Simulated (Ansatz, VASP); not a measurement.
## Two plane-wave programs on SnO

```
Sn O
1.0
     0.00000    2.23228    2.23228
     2.23228    0.00000    2.23228
     2.23228    2.23228    0.00000
Sn O
1 1
Direct
  0.00000 0.00000 0.00000
  0.50000 0.50000 0.50000
```

Alike in both runs: task relaxation of cell and atoms; functional PBE; k mesh 14 × 14 × 14; occupations fermi-dirac, width 0.03 eV; no spin polarisation.

|  | VASP | Ansatz |
| --- | --- | --- |
| version | VASP 6.6.1 | Ansatz 0.2.0 |
| potentials or method | VASP PAW PBE potentials, release 64 (Sn_d, O) | PAW with Ansatz's default frozen-core files, scalar-relativistic |
| plane-wave cutoff (eV) | 600 | 420 |
| valence electrons in the cell | 20 | 20 |

Ansatz gave:

* relaxed volume (Å³/atom): 16.76
* relaxed cell length with the largest relative difference (Å): 3.619

Question: What did VASP give for the same quantities?

Answer: Relaxed volume (Å³/atom): 16.66; relaxed cell length with the largest relative difference (Å): 3.612.

Noted on VASP's run: the volume moved by over 15 % at a fixed basis, so the end points are rough.
